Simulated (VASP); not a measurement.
Set up this calculation in VASP 6.6.1, as the native input.

* Task: single point
* Functional: PBE
* Potentials or basis: VASP PAW PBE potentials, release 64 (Sn_d, O)
* Cutoff: 520 eV
* k mesh: 5 × 5 × 7
* Occupations: fermi-dirac, width 0.05 eV
* Spin: no spin polarisation
* Dipole correction: no
* Further INCAR settings: ALGO = Normal; EDIFF = 1e-06; NBANDS = 35

The structure of SnO2 (Cassiterite) lies in POSCAR:

```
SnO2
1.0
    4.7380000000      0.0947600000      0.0000000000
    0.0947600000      4.7380000000      0.0000000000
    0.0000000000      0.0000000000      3.1865000000
Sn O
2 4
Direct
    0.5000000000      0.5000000000      0.5000000000
    0.0000000000      0.0000000000      0.0000000000
    0.8071000000      0.1929000000      0.5000000000
    0.6929000000      0.6929000000      0.0000000000
    0.1929000000      0.8071000000      0.5000000000
    0.3071000000      0.3071000000      0.0000000000
```

The input as run:

INCAR

```
  ALGO = Normal
  EDIFF = 1E-6
  ENCUT = 520
  GGA = PE
  ISIF = 2
  ISMEAR = -1
  LASPH = T
  LCHARG = F
  LREAL = F
  LWAVE = F
  NBANDS = 35
  NELM = 80
  PREC = Accurate
  SIGMA = 0.05
```

KPOINTS

```
k-points
0
Gamma
  5 5 7
```

Potentials or basis: VASP PAW PBE potentials, release 64 (Sn_d, O).

Run with:

```console
$ cat potpaw_PBE.64/Sn_d/POTCAR potpaw_PBE.64/O/POTCAR > POTCAR
$ mpirun -np 1 vasp_std > vasp.out
```

It gave:

```
Pressure               : 12.2 GPa
Largest force          : 0.388 eV/Å
Band gap on the k mesh : 1.27 eV, direct
```

Caveat: spin-orbit coupling is left out, which moves the levels of the heavy elements.

Run time: 2.4 min on 1 thread of AMD EPYC 7R13, on a shared host, peak memory 0.18 GiB.
